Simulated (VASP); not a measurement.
# Pd (Pm-3m) in VASP: a series of runs

Pd is run at these levels: LDA; tasks: single point.

Everything below comes from runs of VASP 6.6.1. Logs are shortened: lines on timing, memory, paths and dates and some standing lists are left out, and cuts for length are marked.

### 1 The cell of the first run

Symmetry: Pm-3m, No. 221, cubic system. Conventional cell: a = 2.337 Å, b = 2.337 Å, c = 2.337 Å, α = 90.00°, β = 90.00°, γ = 90.00°. Within 3.1 Å of Pd (site symmetry m-3m) lie 6 Pd at 2.34 Å.

### 2 Single point, LDA (volume scaled by 0.78)

The input, INCAR:

```
SYSTEM = Pd
PREC = Accurate
ENCUT = 520
EDIFF = 1E-6
ISMEAR = -1
SIGMA = 0.1
LREAL = .False.
LASPH = .True.
NELM = 100
ALGO = Normal
ISIF = 2
LWAVE = .False.
LCHARG = .False.
NBANDS = 11
```

The input, KPOINTS:

```
regular mesh
0
Gamma
  15 15 15
  0 0 0
```

The input, POSCAR:

```
Pd
1.0
    2.3373011827      0.0000000000      0.0000000000
    0.0000000000      2.3373011827      0.0000000000
    0.0000000000      0.0000000000      2.3373011827
Pd
1
Direct
    0.0000000000      0.0000000000      0.0000000000
```

Potentials or basis: VASP PAW LDA potentials, release 64 (Pd).

Launch:

```bash
$ cat potpaw_LDA.64/Pd/POTCAR > POTCAR
$ mpirun -np 1 vasp_std > vasp.out
```

OUTCAR:

```text
SYSTEM = Pd
   PREC = Accurate
   ENCUT = 520
   EDIFF = 1E-6
   ISMEAR = -1
   LREAL = .False.
   LASPH = .True.
   NELM = 100
   ISIF = 2

 ion  position               nearest neighbor table
   1  0.000  0.000  0.000-

  LATTYP: Found a simple cubic cell.
 ALAT       =     2.3373011827

  Lattice vectors:

 A1 = (   2.3373011827,   0.0000000000,   0.0000000000)
 A2 = (   0.0000000000,   2.3373011827,   0.0000000000)
 A3 = (   0.0000000000,   0.0000000000,   2.3373011827)

Analysis of symmetry for initial positions (statically):
=====================================================================
 Subroutine PRICEL returns:
 Original cell was already a primitive cell.

 Routine SETGRP: Setting up the symmetry group for a
 simple cubic supercell.

 Subroutine GETGRP returns: Found 48 space group operations
 (whereof 48 operations were pure point group operations)
 out of a pool of 48 trial point group operations.

The static configuration has the point symmetry O_h .

Analysis of symmetry for dynamics (positions and initial velocities):
=====================================================================
 Subroutine PRICEL returns:
 Original cell was already a primitive cell.

 Routine SETGRP: Setting up the symmetry group for a
 simple cubic supercell.

 Subroutine GETGRP returns: Found 48 space group operations
 (whereof 48 operations were pure point group operations)
 out of a pool of 48 trial point group operations.

The dynamic configuration has the point symmetry O_h .

 Subroutine INISYM returns: Found 48 space group operations
 (whereof 48 operations are pure point group operations),
 and found     1 'primitive' translations

----------------------------------------------------------------------------------------

                                     Primitive cell

  volume of cell :      12.7686

  direct lattice vectors                    reciprocal lattice vectors
     2.337301183  0.000000000  0.000000000     0.427843877  0.000000000  0.000000000
     0.000000000  2.337301183  0.000000000     0.000000000  0.427843877  0.000000000
     0.000000000  0.000000000  2.337301183     0.000000000  0.000000000  0.427843877

  length of vectors
     2.337301183  2.337301183  2.337301183     0.427843877  0.427843877  0.427843877

  position of ions in fractional coordinates (direct lattice)
     0.000000000  0.000000000  0.000000000

  ion indices of the primitive-cell ions
   primitive index   ion index
                 1           1

----------------------------------------------------------------------------------------

 KPOINTS: regular mesh

Automatic generation of k-mesh.
 Grid dimensions read from file:
 generate k-points for:   15   15   15

 Generating k-lattice:

  Cartesian coordinates                     Fractional coordinates (reciprocal lattice)
     0.028522925  0.000000000  0.000000000     0.066666667  0.000000000  0.000000000
     0.000000000  0.028522925  0.000000000     0.000000000  0.066666667  0.000000000
     0.000000000  0.000000000  0.028522925     0.000000000  0.000000000  0.066666667

  Length of vectors
     0.028522925  0.028522925  0.028522925

  Shift w.r.t. Gamma in fractional coordinates (k-lattice)
     0.000000000  0.000000000  0.000000000

 Subroutine IBZKPT returns following result:
 ===========================================

 Found    120 irreducible k-points:

 Following reciprocal coordinates:
            Coordinates               Weight
  0.000000  0.000000  0.000000      1.000000
  0.066667  0.000000  0.000000      6.000000
  0.133333  0.000000  0.000000      6.000000
  0.200000  0.000000  0.000000      6.000000
  0.266667  0.000000  0.000000      6.000000
  0.333333  0.000000  0.000000      6.000000
[... 16 lines left out ...]
  0.266667  0.200000  0.000000     24.000000
  0.333333  0.200000  0.000000     24.000000
 [... further k-points ...]
   k-points           NKPTS =    120   k-points in BZ     NKDIM =    120   number of bands    NBANDS=     11
   number of dos      NEDOS =    301   number of ions     NIONS =      1
   total plane-waves  NPLWV =   5832
   dimension x,y,z NGX =    18 NGY =   18 NGZ =   18
   dimension x,y,z NGXF=    36 NGYF=   36 NGZF=   36
   ions per type =               1
   NGX,Y,Z   is equivalent  to a cutoff of  12.80, 12.80, 12.80 a.u.
   NGXF,Y,Z  is equivalent  to a cutoff of  25.61, 25.61, 25.61 a.u.
 SYSTEM =  Pd
   PREC   = accura    normal or accurate (medium, high low for compatibility)
   ISTART =      0    job   : 0-new  1-cont  2-samecut
   ICHARG =      2    charge: 1-file 2-atom 10-const
   ISPIN  =      1    spin polarized calculation?
   LNONCOLLINEAR =      F non collinear calculations
   LSORBIT =      F    spin-orbit coupling
   LASPH  =      T    aspherical Exc in radial PAW
   ENCUT  =  520.0 eV  38.22 Ry    6.18 a.u.   4.35  4.35  4.35*2*pi/ulx,y,z
   NELM   =    100;   NELMIN=  2; NELMDL= -5     # of ELM steps
   EDIFF  = 0.1E-05   stopping-criterion for ELM
   LREAL  =      F    real-space projection
   EDIFFG = 0.1E-04   stopping-criterion for IOM
   NSW    =      0    number of steps for IOM
   IBRION =     -1    ionic relax: 0-MD 1-quasi-New 2-CG
   NFREE  =      0    steps in history (QN), initial steepest desc. (CG)
   ISIF   =      2    stress and relaxation
   ISYM   =      2    0-nonsym 1-usesym 2-fastsym
   POTIM  = 0.5000    time-step for ionic-motion
   TEBEG  =    0.0;   TEEND  =   0.0 temperature during run
   PSTRESS=    0.0 pullay stress
   NELECT =      10.0000    total number of electrons
   NUPDOWN=      -1.0000    fix difference up-down
   EMIN   =  10.00;   EMAX   =-10.00  energy-range for DOS
   EFERMI =   0.00;   METHOD = LEGACY
   ISMEAR =    -1;   SIGMA  =   0.10  broadening in eV -4-tet -1-fermi 0-gaus
   EFERMI_NEDOS =   21; number of points for ismear=-14 and -15
   IALGO  =     38    algorithm
   IMIX   =      4    mixing-type and parameters
     AMIX     =   0.40;   BMIX     =  1.00
     AMIX_MAG =   1.60;   BMIX_MAG =  1.00
  volume/ion in A,a.u.               =      12.77        86.17
  Fermi-wavevector in a.u.,A,eV,Ry     =   1.509015  2.851624 30.982174  2.277126
  Thomas-Fermi vector in A             =   2.619393
   LORBIT       =      0    0 simple, 1 ext, 2 COOP (PROOUT), +10 PAW based schemes
   GGA     = CA    functional components
   LHFCALC =     F    Hartree Fock is set to
   AEXX    =    0.0000 exact exchange contribution
   IVDW    =     0    specifies the selected vdW correction
   LEPSILON=     F    determine dielectric tensor
   LRPA    =     F    only Hartree local field effects (RPA)
 non-spin polarized calculation
  energy-cutoff  :      520.00
  volume of cell :       12.77
 maximum number of plane-waves:       354
 NGX is ok and might be reduce to    18
   NGX =  9   NGY =  9   NGZ =  9

 number of electron      10.0000007 magnetization

 Free energy of the ion-electron system (eV)
  ---------------------------------------------------
  ext. energy  EPLUGINS =         0.00000000
  ---------------------------------------------------
  free energy    TOTEN  =        -5.22145480 eV

  energy without entropy =       -5.18928801  energy(sigma->0) =       -5.20537141

 E-fermi :  12.6786     XC(G=0): -14.2752

 val. band max:       12.6748840411   @ k =   0.0667   0.0667   0.0000
 cond. band min:      12.6875289586   @ k =   0.0667   0.0000   0.0000
 fundamental gap:      0.0126449175
 Fermi energy:        12.6785551464

 k-point     1 :       0.0000    0.0000    0.0000
  band No.  band energies     occupation
      1       4.1090      2.00000
      2       5.3378      2.00000
      3       5.3378      2.00000
      4      12.8319      0.35503
      5      12.8319      0.35503
      6      12.8319      0.35503
      7      31.3602      0.00000
      8      31.3602      0.00000
      9      31.3602      0.00000
     10      37.5138      0.00000
     11      39.9674      0.00000

 k-point     2 :       0.0667    0.0000    0.0000
  band No.  band energies     occupation
      1       4.2599      2.00000
      2       5.3693      2.00000
      3       5.4935      2.00000
      4      12.6875      0.95516
      5      12.6875      0.95516
      6      12.8431      0.32355
      7      30.3757      0.00000
      8      31.6355      0.00000
      9      31.6355      0.00000
     10      37.5562      0.00000
     11      39.0739      0.00000

 k-point     3 :       0.1333    0.0000    0.0000
  band No.  band energies     occupation
      1       4.6398      2.00000
      2       5.4595      2.00000
      3       6.0069      2.00000
      4      12.2968      1.95700
      5      12.2968      1.95700
      6      12.8749      0.24625
      7      28.3093      0.00000
      8      32.4108      0.00000
      9      32.4108      0.00000
     10      37.3325      0.00000
     11      37.5940      0.00000

 k-point     4 :       0.2000    0.0000    0.0000
  band No.  band energies     occupation
      1       5.1074      2.00000
      2       5.5954      2.00000
      3       6.9368      2.00000
      4      11.7610      1.99979
      5      11.7610      1.99979
      6      12.9221      0.16109
      7      26.0536      0.00000
      8      33.5607      0.00000
      9      33.5607      0.00000
     10      35.5402      0.00000
     11      37.6109      0.00000
[... 239 lines left out ...]
 k-point    22 :       0.2000    0.2000    0.0000
  band No.  band energies     occupation
      1       5.7713      2.00000
      2       6.9284      2.00000
      3       7.4390      2.00000
      4      10.9377      2.00000
      5      11.7805      1.99975
      6      12.0079      1.99756
      7      27.1364      0.00000
      8      28.1578      0.00000
      9      35.7303      0.00000
     10      35.7891      0.00000
     11      37.7252      0.00000

 k-point    23 :       0.2667    0.2000    0.0000
  band No.  band energies     occupation
      1       6.0432      2.00000
      2       7.1813      2.00000
      3       8.2141      2.00000
      4      10.9997      2.00000
      5      11.3250      2.00000
      6      11.9942      1.99787
      7      25.2013      0.00000
      8      28.8103      0.00000
      9      35.0160      0.00000
     10      37.1630      0.00000
     11      37.7238      0.00000

 k-point    24 :       0.3333    0.2000    0.0000
  band No.  band energies     occupation
      1       6.3009      2.00000
      2       7.2751      2.00000
      3       8.5819      2.00000
      4      10.8478      2.00000
      5      11.9517      1.99861
      6      12.0592      1.99592
      7      23.1318      0.00000
      8      29.7971      0.00000
      9      34.2723      0.00000
     10      37.7106      0.00000
     11      38.6140      0.00000

 [... further k-points ...]
[... 5 lines left out ...]
  --------------------------------------------------------------------------------------
  -------------------------------------------------------------------------------------
  Total        6.2723929      6.2723929      6.2723929      0.0000000     -0.0000000     -0.0000000
  in kB      787.0454250    787.0454250    787.0454250      0.0000000     -0.0000000     -0.0000000
  external PRESSURE =     787.0454250 kB  Pullay stress =       0.0000000 kB

 VOLUME and BASIS-vectors are now :
 -----------------------------------------------------------------------------
  energy-cutoff  :      520.00
  volume of cell :       12.77
      direct lattice vectors                 reciprocal lattice vectors
     2.337301183  0.000000000  0.000000000     0.427843877  0.000000000  0.000000000
     0.000000000  2.337301183  0.000000000     0.000000000  0.427843877  0.000000000
     0.000000000  0.000000000  2.337301183     0.000000000  0.000000000  0.427843877

 POSITION                                       TOTAL-FORCE (eV/Angst)
 -----------------------------------------------------------------------------------
      0.00000      0.00000      0.00000         0.000000      0.000000      0.000000
 -----------------------------------------------------------------------------------
    total drift:                                0.000000      0.000000      0.000000

  FREE ENERGIE OF THE ION-ELECTRON SYSTEM (eV)
  ---------------------------------------------------
  free  energy   TOTEN  =        -5.2214548044 eV

  energy  without entropy=       -5.1892880142  energy(sigma->0) =       -5.20537141
```

Run time: 7.3 s. Hardware: 1 thread of Intel Xeon Platinum 8488C (Sapphire Rapids), shared host; peak memory 0.12 GiB.

What came out:

```
Free energy            : -5.2215 eV
Pressure               : 78.7 GPa
Band gap on the k mesh : zero (band 5 reaches 14.73 eV, above the bottom of band 6 at 11.55 eV)
```

### 3 Single point, LDA (volume scaled by 0.78)

The input, INCAR:

```
ALGO     = Normal         # electronic algorithm
EDIFF    = 1E-6           # SCF threshold, eV
ENCUT    = 520            # plane-wave cutoff, eV
ISIF     = 2              # what is computed and relaxed
ISMEAR   = -1             # smearing method
LASPH    = True           # aspherical terms in the spheres
LCHARG   = False          # write CHGCAR
LREAL    = False          # projectors in reciprocal space
LWAVE    = False          # write WAVECAR
NBANDS   = 11             # bands
NELM     = 60             # most SCF steps
PREC     = Accurate       # precision mode
SIGMA    = 0.1            # smearing width, eV
```

The input, KPOINTS:

```
k-points
0
Gamma
  15 15 15
```

POSCAR is that of step 2.

Potentials or basis: VASP PAW LDA potentials, release 64 (Pd).

Launch:

```bash
$ cat potpaw_LDA.64/Pd/POTCAR > POTCAR
$ mpirun -np 1 vasp_std > vasp.out
```

Wall time 7.2 s (1 thread of Intel Xeon Platinum 8488C (Sapphire Rapids), shared host); peak memory 0.13 GiB.

The run converged. Its results:

| Quantity | Value |
| --- | --- |
| Free energy | -5.2215 eV |
| Pressure | 78.7 GPa |
| Band gap on the k mesh | zero (band 5 reaches 14.73 eV, above the bottom of band 6 at 11.55 eV) |

Levels at points of the mesh, in eV from the Fermi level:
```csv
k point,band 3,band 4,band 5,band 6,band 7,band 8
"(0.00, 0.00, 0.00)",-7.34,0.15,0.15,0.15,18.68,18.68
```

[end of part 1 of 2]
